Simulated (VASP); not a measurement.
Wanted: the native input for a VASP 6.6.1 run.

```yaml
Task: electric field gradients
Functional: LDA
Potentials_or_basis: VASP PAW LDA potentials, release 64 (Pb_d, O)
Cutoff: 520 eV
k_mesh: 7 × 7 × 6
Occupations: fermi-dirac, width 0.03 eV
Spin: no spin polarisation
Dipole_correction: no
Further_INCAR_settings: ALGO = Normal; EDIFF = 1e-08; NBANDS = 28
```

The structure of PbO lies in POSCAR:

```
PbO
1.0
    3.9744000000      0.0000000000      0.0000000000
    0.0000000000      3.9744000000      0.0000000000
    0.0000000000      0.0000000000      4.9215600000
Pb O
2 2
Direct
    0.0000000000      0.5000000000      0.2351000000
    0.5000000000      0.0000000000      0.7649000000
    0.0000000000      0.0000000000      0.0000000000
    0.5000000000      0.5000000000      0.0000000000
```

This cell differs from its parent crystal: zz strain of -2 %.

One way to write it, as run:

INCAR

```
PREC = Accurate
ENCUT = 520
EDIFF = 1E-8
ISMEAR = -1
SIGMA = 0.03
LREAL = False
LASPH = True
NELM = 100
ALGO = Normal
ISIF = 2
LWAVE = False
LCHARG = False
LEFG = True
NBANDS = 28
```

KPOINTS

```
regular mesh
0
Gamma
  7 7 6
```

Potentials or basis: VASP PAW LDA potentials, release 64 (Pb_d, O).

Launch:

```console
$ cat potpaw_LDA.64/Pb_d/POTCAR potpaw_LDA.64/O/POTCAR > POTCAR
$ mpirun -np 1 vasp_std > vasp.out
```

It gave:

```json
{
 "Pressure": "-0.1 GPa",
 "Largest force": "0.261 eV/Å",
 "Band gap on the k mesh": "1.46 eV, indirect (least direct gap 2.22 eV)"
}
```

Caveat: the cell differs from its parent crystal (zz strain of -2 %); without QUAD_EFG the Cq values of the log hold for a quadrupole moment of 1 mb, not for the nuclei; spin-orbit coupling is left out, which moves the levels of the heavy elements.

Run time: 2.6 min on 1 thread of AMD EPYC 7R43 64-Core Processor (Zen 3) (shared host), peak memory 0.16 GiB.
